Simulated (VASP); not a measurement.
# InSe (P-6m2) in VASP: single point with r2SCAN

Aim: the single point of InSe with r2SCAN.

All numbers are computed with VASP 6.6.1; they aren't measurements. Logs are shortened: lines on timing, memory, paths and dates and some standing lists are left out, and cuts for length are marked.

### Step 1. The cell of the first run

It takes space group P-6m2 (No. 187, hexagonal). Conventional cell: a = 4.047 Å, b = 4.047 Å, c = 18.052 Å, α = 90.00°, β = 90.00°, γ = 120.00°. Within 3.5 Å of In (site symmetry 3m) lie 3 Se at 2.65 Å and 1 In at 2.79 Å. Within 3.5 Å of In (site symmetry 3m) lie 3 Se at 2.65 Å and 1 In at 2.79 Å. Se (site symmetry 3m) has 3 In at 2.65 Å within 3.5 Å. Within 3.5 Å of Se (site symmetry 3m) lie 3 In at 2.65 Å.

### Step 2. Single point, r2SCAN

POSCAR reads:

```
InSe
1.0
    4.0473293151      0.0000000000      0.0000000000
   -2.0236646576      3.5050900044      0.0000000000
    0.0000000000      0.0000000000     18.0520649100
In Se
4 4
Direct
    0.0000000000      0.0000000000      0.5773936800
    0.0000000000      0.0000000000      0.4226063200
    0.3333333300      0.6666666700      0.9226095100
    0.3333333300      0.6666666700      0.0773904900
    0.6666666700      0.3333333300      0.8530000700
    0.6666666700      0.3333333300      0.1469999300
    0.3333333300      0.6666666700      0.6470157200
    0.3333333300      0.6666666700      0.3529842800
```

INCAR.step1 reads:

```
PREC = Accurate
ENCUT = 520
ISMEAR = 0
SIGMA = 0.1
LREAL = False
LASPH = True
NELM = 60
NBANDS = 48
GGA = PE
ALGO = Normal
EDIFF = 1E-4
LWAVE = True
LCHARG = False
```

INCAR.step2 reads:

```
PREC = Accurate
ENCUT = 520
EDIFF = 1E-7
ISMEAR = 0
SIGMA = 0.1
LREAL = False
LASPH = True
NELM = 60
ALGO = Normal
ISIF = 2
LWAVE = False
LCHARG = True
METAGGA = R2SCAN
LMIXTAU = True
LELF = True
LVHAR = True
NBANDS = 48
ISTART = 1
```

KPOINTS reads:

```
Automatic mesh
0
Gamma
  6 6 1
```

Potentials or basis: VASP PAW PBE potentials, release 64 (In_d, Se).

On the command line:

```bash
$ cat potpaw_PBE.64/In_d/POTCAR potpaw_PBE.64/Se/POTCAR > POTCAR
$ cp INCAR.step1 INCAR
$ mpirun -np 1 vasp_std > vasp.out
$ cp INCAR.step2 INCAR
$ mpirun -np 1 vasp_std > vasp.out
```

OUTCAR:

```text
PREC = Accurate
   ENCUT = 520
   EDIFF = 1E-7
   ISMEAR = 0
   LREAL = False
   LASPH = True
   NELM = 60
   ISIF = 2
   METAGGA = R2SCAN
   ISTART = 1

 ion  position               nearest neighbor table
   1  0.000  0.000  0.577-   7 2.65   7 2.65   7 2.65   2 2.79
   2  0.000  0.000  0.423-   8 2.65   8 2.65   8 2.65   1 2.79
   3  0.333  0.667  0.923-   5 2.65   5 2.65   5 2.65   4 2.79
   4  0.333  0.667  0.077-   6 2.65   6 2.65   6 2.65   3 2.79
   5  0.667  0.333  0.853-   3 2.65   3 2.65   3 2.65
   6  0.667  0.333  0.147-   4 2.65   4 2.65   4 2.65
   7  0.333  0.667  0.647-   1 2.65   1 2.65   1 2.65
   8  0.333  0.667  0.353-   2 2.65   2 2.65   2 2.65

  LATTYP: Found a hexagonal cell.
 ALAT       =     4.0473293151
 C/A-ratio  =     4.4602411874

  Lattice vectors:

 A1 = (   4.0473293151,   0.0000000000,   0.0000000000)
 A2 = (  -2.0236646576,   3.5050900044,   0.0000000000)
 A3 = (   0.0000000000,   0.0000000000,  18.0520649100)

Analysis of symmetry for initial positions (statically):
=====================================================================
 Subroutine PRICEL returns:
 Original cell was already a primitive cell.

 Routine SETGRP: Setting up the symmetry group for a
 hexagonal supercell.

 Subroutine GETGRP returns: Found 12 space group operations
 (whereof 12 operations were pure point group operations)
 out of a pool of 24 trial point group operations.

The static configuration has the point symmetry D_3h.

Analysis of symmetry for dynamics (positions and initial velocities):
=====================================================================
 Subroutine PRICEL returns:
 Original cell was already a primitive cell.

 Routine SETGRP: Setting up the symmetry group for a
 hexagonal supercell.

 Subroutine GETGRP returns: Found 12 space group operations
 (whereof 12 operations were pure point group operations)
 out of a pool of 24 trial point group operations.

The dynamic configuration has the point symmetry D_3h.

 Subroutine INISYM returns: Found 12 space group operations
 (whereof 12 operations are pure point group operations),
 and found     1 'primitive' translations

----------------------------------------------------------------------------------------

                                     Primitive cell

  volume of cell :     256.0912

  direct lattice vectors                    reciprocal lattice vectors
     4.047329315  0.000000000  0.000000000     0.247076510  0.142649689  0.000000000
    -2.023664658  3.505090004  0.000000000     0.000000000  0.285299379  0.000000000
     0.000000000  0.000000000 18.052064910     0.000000000  0.000000000  0.055395325

  length of vectors
     4.047329315  4.047329315 18.052064910     0.285299379  0.285299379  0.055395325

  position of ions in fractional coordinates (direct lattice)
     0.000000000  0.000000000  0.577393680
     0.000000000  0.000000000  0.422606320
     0.333333330  0.666666670  0.922609510
     0.333333330  0.666666670  0.077390490
     0.666666670  0.333333330  0.853000070
     0.666666670  0.333333330  0.146999930
     0.333333330  0.666666670  0.647015720
     0.333333330  0.666666670  0.352984280

  ion indices of the primitive-cell ions
   primitive index   ion index
                 1           1
                 2           2
                 3           3
                 4           4
                 5           5
                 6           6
                 7           7
                 8           8

----------------------------------------------------------------------------------------

 KPOINTS: Automatic mesh

Automatic generation of k-mesh.
 Grid dimensions read from file:
 generate k-points for:    6    6    1

 Generating k-lattice:

  Cartesian coordinates                     Fractional coordinates (reciprocal lattice)
     0.041179418  0.023774948  0.000000000     0.166666667 -0.000000000  0.000000000
     0.000000000  0.047549896  0.000000000     0.000000000  0.166666667  0.000000000
     0.000000000  0.000000000  0.055395325     0.000000000  0.000000000  1.000000000

  Length of vectors
     0.047549896  0.047549896  0.055395325

  Shift w.r.t. Gamma in fractional coordinates (k-lattice)
     0.000000000  0.000000000  0.000000000

 Subroutine IBZKPT returns following result:
 ===========================================

 Found      7 irreducible k-points:

 Following reciprocal coordinates:
            Coordinates               Weight
  0.000000  0.000000  0.000000      1.000000
  0.166667  0.000000  0.000000      6.000000
  0.333333  0.000000  0.000000      6.000000
  0.500000  0.000000  0.000000      3.000000
  0.166667  0.166667  0.000000      6.000000
  0.333333  0.166667  0.000000     12.000000
  0.333333  0.333333  0.000000      2.000000
   k-points           NKPTS =      7   k-points in BZ     NKDIM =      7   number of bands    NBANDS=     48
   number of dos      NEDOS =    301   number of ions     NIONS =      8
   total plane-waves  NPLWV = 126000
   dimension x,y,z NGX =    30 NGY =   30 NGZ =  140
   dimension x,y,z NGXF=    60 NGYF=   60 NGZF=  280
   ions per type =               4   4
   NGX,Y,Z   is equivalent  to a cutoff of  12.32, 12.32, 12.89 a.u.
   NGXF,Y,Z  is equivalent  to a cutoff of  24.65, 24.65, 25.79 a.u.
 SYSTEM =  unknown system
   PREC   = accura    normal or accurate (medium, high low for compatibility)
   ISTART =      1    job   : 0-new  1-cont  2-samecut
   ICHARG =      0    charge: 1-file 2-atom 10-const
   ISPIN  =      1    spin polarized calculation?
   LNONCOLLINEAR =      F non collinear calculations
   LSORBIT =      F    spin-orbit coupling
   LASPH  =      T    aspherical Exc in radial PAW
   ENCUT  =  520.0 eV  38.22 Ry    6.18 a.u.   7.53  7.53 33.56*2*pi/ulx,y,z
   NELM   =     60;   NELMIN=  2; NELMDL=  0     # of ELM steps
   EDIFF  = 0.1E-06   stopping-criterion for ELM
   LREAL  =      F    real-space projection
   EDIFFG = 0.1E-05   stopping-criterion for IOM
   NSW    =      0    number of steps for IOM
   IBRION =     -1    ionic relax: 0-MD 1-quasi-New 2-CG
   NFREE  =      0    steps in history (QN), initial steepest desc. (CG)
   ISIF   =      2    stress and relaxation
   ISYM   =      2    0-nonsym 1-usesym 2-fastsym
   POTIM  = 0.5000    time-step for ionic-motion
   TEBEG  =    0.0;   TEEND  =   0.0 temperature during run
   PSTRESS=    0.0 pullay stress
   NELECT =      76.0000    total number of electrons
   NUPDOWN=      -1.0000    fix difference up-down
   EMIN   =  10.00;   EMAX   =-10.00  energy-range for DOS
   EFERMI =   0.00;   METHOD = LEGACY
   ISMEAR =     0;   SIGMA  =   0.10  broadening in eV -4-tet -1-fermi 0-gaus
   EFERMI_NEDOS =   21; number of points for ismear=-14 and -15
   IALGO  =     38    algorithm
   IMIX   =      4    mixing-type and parameters
     AMIX     =   0.40;   BMIX     =  1.00
     AMIX_MAG =   1.60;   BMIX_MAG =  1.00
  volume/ion in A,a.u.               =      32.01       216.02
  Fermi-wavevector in a.u.,A,eV,Ry     =   1.091980  2.063542 16.223849  1.192419
  Thomas-Fermi vector in A             =   2.228236
   LORBIT       =      0    0 simple, 1 ext, 2 COOP (PROOUT), +10 PAW based schemes
   METAGGA = R2SCAN    functional components
   LHFCALC =     F    Hartree Fock is set to
   AEXX    =    0.0000 exact exchange contribution
   IVDW    =     0    specifies the selected vdW correction
   LEPSILON=     F    determine dielectric tensor
   LRPA    =     F    only Hartree local field effects (RPA)
 non-spin polarized calculation
 Gauss-broadening in eV      SIGMA  =   0.10
  energy-cutoff  :      520.00
  volume of cell :      256.09
 maximum number of plane-waves:      6951
   NGX = 15   NGY = 15   NGZ = 67

 number of electron      76.0000024 magnetization

 Free energy of the ion-electron system (eV)
  ---------------------------------------------------
  ext. energy  EPLUGINS =         0.00000000
  ---------------------------------------------------
  free energy    TOTEN  =      -152.93579847 eV

  energy without entropy =     -152.93579847  energy(sigma->0) =     -152.93579847

 E-fermi :   3.2122     XC(G=0):  -8.9096

 val. band max:        2.7775855630   @ k =   0.0000   0.0000   0.0000
 cond. band min:       3.9079354215   @ k =   0.0000   0.0000   0.0000
 fundamental gap:      1.1303498586
 Fermi energy:         3.2122114150

 k-point     1 :       0.0000    0.0000    0.0000
  band No.  band energies     occupation
      1     -12.2433      2.00000
      2     -12.2366      2.00000
      3     -12.0548      2.00000
      4     -12.0548      2.00000
      5     -12.0481      2.00000
      6     -12.0481      2.00000
[... 40 lines left out ...]
     47       8.9703      0.00000
     48       8.9704      0.00000

 k-point     2 :       0.1667    0.0000    0.0000
  band No.  band energies     occupation
      1     -12.2518      2.00000
      2     -12.2451      2.00000
      3     -12.1328      2.00000
      4     -12.1257      2.00000
      5     -12.0745      2.00000
      6     -12.0671      2.00000
[... 40 lines left out ...]
     47       8.0140      0.00000
     48       8.1590      0.00000

 k-point     3 :       0.3333    0.0000    0.0000
  band No.  band energies     occupation
      1     -12.3313      2.00000
      2     -12.3242      2.00000
      3     -12.2198      2.00000
      4     -12.2123      2.00000
      5     -12.1769      2.00000
      6     -12.1701      2.00000
[... 40 lines left out ...]
     47       7.8886      0.00000
     48       8.0170      0.00000

 k-point     4 :       0.5000    0.0000    0.0000
  band No.  band energies     occupation
      1     -12.3810      2.00000
      2     -12.3741      2.00000
      3     -12.2756      2.00000
      4     -12.2686      2.00000
      5     -12.1757      2.00000
      6     -12.1689      2.00000
[... 40 lines left out ...]
     47       7.8091      0.00000
     48       7.9879      0.00000

 k-point     5 :       0.1667    0.1667    0.0000
  band No.  band energies     occupation
      1     -12.3022      2.00000
      2     -12.2951      2.00000
      3     -12.1854      2.00000
      4     -12.1777      2.00000
      5     -12.1752      2.00000
      6     -12.1683      2.00000
[... 40 lines left out ...]
     47       7.9580      0.00000
     48       8.1178      0.00000

 k-point     6 :       0.3333    0.1667    0.0000
  band No.  band energies     occupation
      1     -12.3698      2.00000
      2     -12.3629      2.00000
      3     -12.2683      2.00000
      4     -12.2613      2.00000
      5     -12.1765      2.00000
      6     -12.1697      2.00000
[... 40 lines left out ...]
     47       7.9915      0.00000
     48       8.0885      0.00000

 k-point     7 :       0.3333    0.3333    0.0000
  band No.  band energies     occupation
      1     -12.3821      2.00000
      2     -12.3755      2.00000
      3     -12.2865      2.00000
      4     -12.2799      2.00000
      5     -12.1752      2.00000
      6     -12.1684      2.00000
[... 40 lines left out ...]
     47       9.1515      0.00000
     48       9.1652      0.00000

------------------------ aborting loop because EDIFF is reached ----------------------------------------

  FORCE on cell =-STRESS in cart. coord.  units (eV):
  Direction    XX          YY          ZZ          XY          YZ          ZX
  --------------------------------------------------------------------------------------
  -------------------------------------------------------------------------------------
  Total       -0.2026065     -0.2026065     -0.1046940      0.0000000     -0.0000000     -0.0000000
  in kB       -1.2675625     -1.2675625     -0.6549944      0.0000000     -0.0000000     -0.0000000
  external PRESSURE =      -1.0633731 kB  Pullay stress =       0.0000000 kB

 VOLUME and BASIS-vectors are now :
 -----------------------------------------------------------------------------
  energy-cutoff  :      520.00
  volume of cell :      256.09
      direct lattice vectors                 reciprocal lattice vectors
     4.047329315  0.000000000  0.000000000     0.247076510  0.142649689  0.000000000
    -2.023664658  3.505090004  0.000000000     0.000000000  0.285299379  0.000000000
     0.000000000  0.000000000 18.052064910     0.000000000  0.000000000  0.055395325

 POSITION                                       TOTAL-FORCE (eV/Angst)
 -----------------------------------------------------------------------------------
      0.00000      0.00000     10.42315        -0.000000      0.000000      0.009059
      0.00000      0.00000      7.62892        -0.000000      0.000000     -0.009059
     -0.00000      2.33673     16.65501        -0.000000      0.000000     -0.007659
     -0.00000      2.33673      1.39706        -0.000000      0.000000      0.007659
      2.02366      1.16836     15.39841        -0.000000     -0.000000     -0.042411
      2.02366      1.16836      2.65365        -0.000000     -0.000000      0.042411
     -0.00000      2.33673     11.67997         0.000000     -0.000000      0.041738
     -0.00000      2.33673      6.37210         0.000000     -0.000000     -0.041738
 -----------------------------------------------------------------------------------
    total drift:                                0.000010     -0.000006      0.000000

  FREE ENERGIE OF THE ION-ELECTRON SYSTEM (eV)
  ---------------------------------------------------
  free  energy   TOTEN  =      -152.9357984737 eV

  energy  without entropy=     -152.9357984737  energy(sigma->0) =     -152.93579847
```

Wall time 9.8 min (1 thread of Intel Xeon Platinum 8488C (Sapphire Rapids), shared host); peak memory 0.4 GiB.

What came out:

| Property | Result |
| --- | --- |
| Free energy | -152.9358 eV |
| Pressure | -0.1 GPa |
| Largest force | 0.042 eV/Å |
| Band gap on the k mesh | 1.13 eV, direct |

Forces in eV/Å, atoms in the order of the input:
```
In   0.000  0.000  0.009
In   0.000  0.000 -0.009
In   0.000  0.000 -0.008
In   0.000  0.000  0.008
Se   0.000  0.000 -0.042
Se   0.000  0.000  0.042
Se   0.000  0.000  0.042
Se   0.000  0.000 -0.042
```

Caveat: the PAW data sets were made with another functional, which shifts forces and pressure a little; spin-orbit coupling is left out, which moves the levels of the heavy elements. r2SCAN opens gaps a little over a GGA but as a rule still falls short of measured ones.
